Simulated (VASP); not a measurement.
# Ga4SiN4 in VASP: single point with PBE

Aim: the single point of Ga4SiN4 with PBE.

All numbers are computed with VASP 6.6.1; they aren't measurements. Logs are shortened: lines on timing, memory, paths and dates and some standing lists are left out, and cuts for length are marked.

### 1 The cell of the first run

The cell holds a slab with vacuum, 9 atoms: a = 3.219 Å, b = 3.219 Å, c = 24.028 Å, α = 90.00°, β = 90.00°, γ = 120.00°.

### 2 Single point, PBE, collinear spin

INCAR reads:

```
SYSTEM = Ga4SiN4
  PREC = Accurate
  ENCUT = 520
  EDIFF = 1E-6
  ISMEAR = 0
  SIGMA = 0.05
  LREAL = .FALSE.
  LASPH = .TRUE.
  NELM = 150
  ALGO = Normal
  ISIF = 2
  LWAVE = .FALSE.
  LCHARG = .FALSE.
  ISPIN = 2
  MAGMOM = 0 0 0 0 0 0 0 0 2
  LORBIT = 11
  LDIPOL = .TRUE.
  IDIPOL = 3
  DIPOL = 0.5 0.5 0.376
  GGA = PE
  NBANDS = 52
```

KPOINTS reads:

```
Automatic mesh
0
G
  9 9 1
  0 0 0
```

POSCAR reads:

```
Ga4SiN4
1.0
    3.2186527221      0.0000000000      0.0000000000
   -1.6093263611      2.7874350233      0.0000000000
    0.0000000000      0.0000000000     24.0282017551
N Ga Si
4 4 1
Direct
    0.3333333333      0.6666666667      0.1664710510
    0.6666666667      0.3333333334      0.2755821727
    0.3333333333      0.6666666667      0.3877392400
    0.6666666667      0.3333333334      0.4977427760
    0.6666666667      0.3333333334      0.1933709034
    0.3333333333      0.6666666667      0.3024820251
    0.6666666667      0.3333333334      0.4109595809
    0.3333333333      0.6666666667      0.5213957284
    0.6666666667      0.8333333334      0.6255203999
```

Potentials or basis: VASP PAW PBE potentials, release 64 (N, Ga_d, Si).

Command:

```
$ cat potpaw_PBE.64/N/POTCAR potpaw_PBE.64/Ga_d/POTCAR potpaw_PBE.64/Si/POTCAR > POTCAR
$ mpirun -np 1 vasp_std > vasp.out
```

OUTCAR:

```text
SYSTEM = Ga4SiN4
   PREC = Accurate
   ENCUT = 520
   EDIFF = 1E-6
   ISMEAR = 0
   LREAL = .FALSE.
   LASPH = .TRUE.
   NELM = 150
   ISIF = 2
   ISPIN = 2
   LORBIT = 11
   GGA = PE

 ion  position               nearest neighbor table
   1  0.333  0.667  0.166-   5 1.97   5 1.97   5 1.97
   2  0.667  0.333  0.276-   6 1.97   6 1.97   6 1.97   5 1.98
   3  0.333  0.667  0.388-   7 1.94   7 1.94   7 1.94   6 2.05
   4  0.667  0.333  0.498-   8 1.94   8 1.94   8 1.94   7 2.09
   5  0.667  0.333  0.193-   1 1.97   1 1.97   1 1.97   2 1.98
   6  0.333  0.667  0.302-   2 1.97   2 1.97   2 1.97   3 2.05
   7  0.667  0.333  0.411-   3 1.94   3 1.94   3 1.94   4 2.09
   8  0.333  0.667  0.521-   4 1.94   4 1.94   4 1.94   9 2.67
   9  0.667  0.833  0.626-   8 2.67

  LATTYP: Found a hexagonal cell.
 ALAT       =     3.2186527221
 C/A-ratio  =     7.4652980081

  Lattice vectors:

 A1 = (   3.2186527221,   0.0000000000,   0.0000000000)
 A2 = (  -1.6093263611,   2.7874350233,   0.0000000000)
 A3 = (   0.0000000000,   0.0000000000,  24.0282017551)

Analysis of symmetry for initial positions (statically):
=====================================================================
 Subroutine PRICEL returns:
 Original cell was already a primitive cell.

 Routine SETGRP: Setting up the symmetry group for a
 hexagonal supercell.

 Subroutine GETGRP returns: Found  2 space group operations
 (whereof  2 operations were pure point group operations)
 out of a pool of 24 trial point group operations.

The static configuration has the point symmetry C_1h.

Analysis of symmetry for dynamics (positions and initial velocities):
=====================================================================
 Subroutine PRICEL returns:
 Original cell was already a primitive cell.

 Routine SETGRP: Setting up the symmetry group for a
 hexagonal supercell.

 Subroutine GETGRP returns: Found  2 space group operations
 (whereof  2 operations were pure point group operations)
 out of a pool of 24 trial point group operations.

The dynamic configuration has the point symmetry C_1h.

Analysis of structural, dynamic, and magnetic symmetry:
=====================================================================
 Subroutine PRICEL returns:
 Original cell was already a primitive cell.

 Routine SETGRP: Setting up the symmetry group for a
 hexagonal supercell.

 Subroutine GETGRP returns: Found  2 space group operations
 (whereof  2 operations were pure point group operations)
 out of a pool of 24 trial point group operations.

The overall configuration has the point symmetry C_1h.

 Subroutine INISYM returns: Found  2 space group operations
 (whereof  2 operations are pure point group operations),
 and found     1 'primitive' translations

----------------------------------------------------------------------------------------

                                     Primitive cell

  volume of cell :     215.5759

  direct lattice vectors                    reciprocal lattice vectors
     3.218652722  0.000000000  0.000000000     0.310689001  0.179376379  0.000000000
    -1.609326361  2.787435023  0.000000000     0.000000000  0.358752757  0.000000000
     0.000000000  0.000000000 24.028201755     0.000000000  0.000000000  0.041617763

  length of vectors
     3.218652722  3.218652722 24.028201755     0.358752757  0.358752757  0.041617763

  position of ions in fractional coordinates (direct lattice)
     0.333333333  0.666666667  0.166471051
     0.666666667  0.333333333  0.275582173
     0.333333333  0.666666667  0.387739240
     0.666666667  0.333333333  0.497742776
     0.666666667  0.333333333  0.193370903
     0.333333333  0.666666667  0.302482025
     0.666666667  0.333333333  0.410959581
     0.333333333  0.666666667  0.521395728
     0.666666667  0.833333333  0.625520400

  ion indices of the primitive-cell ions
   primitive index   ion index
                 1           1
                 2           2
                 3           3
                 4           4
                 5           5
                 6           6
                 7           7
                 8           8
                 9           9

[... 64 lines left out ...]
   ISPIN  =      2    spin polarized calculation?
   LNONCOLLINEAR =      F non collinear calculations
   LSORBIT =      F    spin-orbit coupling
   LASPH  =      T    aspherical Exc in radial PAW
   ENCUT  =  520.0 eV  38.22 Ry    6.18 a.u.   5.98  5.98 44.68*2*pi/ulx,y,z
   NELM   =    150;   NELMIN=  2; NELMDL= -5     # of ELM steps
   EDIFF  = 0.1E-05   stopping-criterion for ELM
   LREAL  =      F    real-space projection
   EDIFFG = 0.1E-04   stopping-criterion for IOM
   NSW    =      0    number of steps for IOM
   IBRION =     -1    ionic relax: 0-MD 1-quasi-New 2-CG
   NFREE  =      0    steps in history (QN), initial steepest desc. (CG)
   ISIF   =      2    stress and relaxation
   ISYM   =      2    0-nonsym 1-usesym 2-fastsym
   POTIM  = 0.5000    time-step for ionic-motion
   TEBEG  =    0.0;   TEEND  =   0.0 temperature during run
   PSTRESS=    0.0 pullay stress
   NELECT =      76.0000    total number of electrons
   NUPDOWN=      -1.0000    fix difference up-down
   EMIN   =  10.00;   EMAX   =-10.00  energy-range for DOS
   EFERMI =   0.00;   METHOD = LEGACY
   ISMEAR =     0;   SIGMA  =   0.05  broadening in eV -4-tet -1-fermi 0-gaus
   EFERMI_NEDOS =   21; number of points for ismear=-14 and -15
   IALGO  =     38    algorithm
   IMIX   =      4    mixing-type and parameters
     AMIX     =   0.40;   BMIX     =  1.00
     AMIX_MAG =   1.60;   BMIX_MAG =  1.00
  volume/ion in A,a.u.               =      23.95       161.64
  Fermi-wavevector in a.u.,A,eV,Ry     =   1.156501  2.185470 18.197716  1.337494
  Thomas-Fermi vector in A             =   2.293121
   LORBIT       =     11    0 simple, 1 ext, 2 COOP (PROOUT), +10 PAW based schemes
   GGA     = PE    functional components
   LHFCALC =     F    Hartree Fock is set to
   AEXX    =    0.0000 exact exchange contribution
   IVDW    =     0    specifies the selected vdW correction
   LEPSILON=     F    determine dielectric tensor
   LRPA    =     F    only Hartree local field effects (RPA)
 spin polarized calculation
 Gauss-broadening in eV      SIGMA  =   0.05
  energy-cutoff  :      520.00
  volume of cell :      215.58
 maximum number of plane-waves:      5874
   NGX = 11   NGY = 11   NGZ = 89

 dipolmoment           0.000000      0.000000      0.075279 electrons x Angstroem

 number of electron      75.9999960 magnetization       0.2900324

 dipolmoment           0.000000      0.000000     -0.123475 electrons x Angstroem

 Free energy of the ion-electron system (eV)
  ---------------------------------------------------
  ext. energy  EPLUGINS =         0.00000000
  ---------------------------------------------------
  free energy    TOTEN  =       -49.85171563 eV

  energy without entropy =      -49.83696763  energy(sigma->0) =      -49.84434163

 E-fermi :  -0.0253     XC(G=0):  -6.6626

 val. band max:       -0.0257873724   @ k =   0.3333   0.2222   0.0000
 cond. band min:      -0.0184657062   @ k =   0.3333   0.2222   0.0000
 fundamental gap:      0.0073216662
 Fermi energy:        -0.0252733109

 spin component 1

 k-point     1 :       0.0000    0.0000    0.0000
  band No.  band energies     occupation
      1     -16.5599      1.00000
      2     -16.1783      1.00000
      3     -15.6563      1.00000
      4     -14.5540      1.00000
      5     -14.5471      1.00000
      6     -14.4288      1.00000
[... 1261 lines left out ...]
     49       7.7101      0.00000
     50       7.8515      0.00000

 [... further k-points ...]

 spin component 2

 k-point     1 :       0.0000    0.0000    0.0000
  band No.  band energies     occupation
      1     -16.5440      1.00000
      2     -16.1617      1.00000
      3     -15.6549      1.00000
      4     -14.5496      1.00000
      5     -14.5413      1.00000
      6     -14.4279      1.00000
[... 1261 lines left out ...]
     49       7.7369      0.00000
     50       7.9654      0.00000

 [... further k-points ...]

 [bands above 50 left out]

------------------------ aborting loop because EDIFF is reached ----------------------------------------

 vacuum level on the upper side and lower side of the slab       (xc-potential included)        -1.341         1.102

  FORCE on cell =-STRESS in cart. coord.  units (eV):
  Direction    XX          YY          ZZ          XY          YZ          ZX
  --------------------------------------------------------------------------------------
  -------------------------------------------------------------------------------------
  Total       -3.1482202     -2.8006154     -0.8373472     -0.3010345     -0.1687638     -0.2923071
  in kB      -23.3978276    -20.8144009     -6.2232322     -2.2373131     -1.2542660     -2.1724500
  external PRESSURE =     -16.8118203 kB  Pullay stress =       0.0000000 kB

 VOLUME and BASIS-vectors are now :
 -----------------------------------------------------------------------------
  energy-cutoff  :      520.00
  volume of cell :      215.58
      direct lattice vectors                 reciprocal lattice vectors
     3.218652722  0.000000000  0.000000000     0.310689001  0.179376379  0.000000000
    -1.609326361  2.787435023  0.000000000     0.000000000  0.358752757  0.000000000
     0.000000000  0.000000000 24.028201755     0.000000000  0.000000000  0.041617763

 POSITION                                       TOTAL-FORCE (eV/Angst)
 -----------------------------------------------------------------------------------
     -0.00000      1.85829      4.00000        -0.002370     -0.001368      1.482089
      1.60933      0.92915      6.62174         0.001885      0.001089      1.216226
     -0.00000      1.85829      9.31668        -0.000507     -0.000293     -0.495338
      1.60933      0.92915     11.95986         0.043249      0.024970     -1.052184
      1.60933      0.92915      4.64636         0.000435      0.000251     -2.098115
     -0.00000      1.85829      7.26810         0.000707      0.000408     -0.406476
      1.60933      0.92915      9.87462         0.002378      0.001373      0.688676
     -0.00000      1.85829     12.52820         0.060599      0.034987      0.667952
      0.80466      2.32286     15.03013        -0.106377     -0.061417     -0.002829
 -----------------------------------------------------------------------------------
    total drift:                               -0.000181     -0.000106      0.000804

  FREE ENERGIE OF THE ION-ELECTRON SYSTEM (eV)
  ---------------------------------------------------
  free  energy   TOTEN  =       -49.8517156281 eV

  energy  without entropy=      -49.8369676252  energy(sigma->0) =      -49.84434163

 vacuum level on the upper side and lower side of the slab         5.117         7.622

 total charge

# of ion       s       p       d       tot
------------------------------------------
    1        1.267   2.331   0.000   3.598
    2        1.236   2.484   0.000   3.719
    3        1.228   2.500   0.000   3.728
    4        1.236   2.477   0.000   3.713
    5        0.793   0.845  10.146  11.784
    6        0.783   0.837  10.149  11.770
    7        0.787   0.856  10.161  11.804
    8        0.809   0.828  10.122  11.759
    9        0.898   0.584   0.000   1.483
--------------------------------------------------
tot          9.038  13.743  40.578  63.359

 magnetization (x)

# of ion       s       p       d       tot
------------------------------------------
    1        0.000   0.001   0.000   0.001
    2        0.000   0.001   0.000   0.001
    3        0.000   0.002   0.000   0.002
    4        0.001   0.020   0.000   0.021
    5       -0.000  -0.000   0.000   0.000
    6        0.000   0.000   0.000   0.000
    7        0.000   0.002   0.001   0.003
    8        0.005   0.021   0.003   0.029
    9        0.010   0.059   0.000   0.069
--------------------------------------------------
tot          0.017   0.107   0.004   0.128
```

It took 31 min on 1 thread of Intel Xeon 6975P-C (Granite Rapids), shared host; peak memory 0.63 GiB.

What came out:

```yaml
Free_energy: -49.8517 eV
Largest_force: 2.098 eV/Å
Net_moment: 0.29 μB per cell
Site_moments: N +0.00, +0.02 (each value once); Ga +0.00, +0.03 (each value once); Si +0.07 μB
Valence_electrons_inside_the_program's_atomic_spheres: N 3.60, 3.72, 3.73, 3.71; Ga 11.78, 11.77, 11.80, 11.76; Si 1.48
```

Forces on the atoms (eV/Å):
```
N   -0.002 -0.001  1.482
N    0.002  0.001  1.216
N   -0.001  0.000 -0.495
N    0.043  0.025 -1.052
Ga   0.000  0.000 -2.098
Ga   0.001  0.000 -0.406
Ga   0.002  0.001  0.689
Ga   0.061  0.035  0.668
Si  -0.106 -0.061 -0.003
```
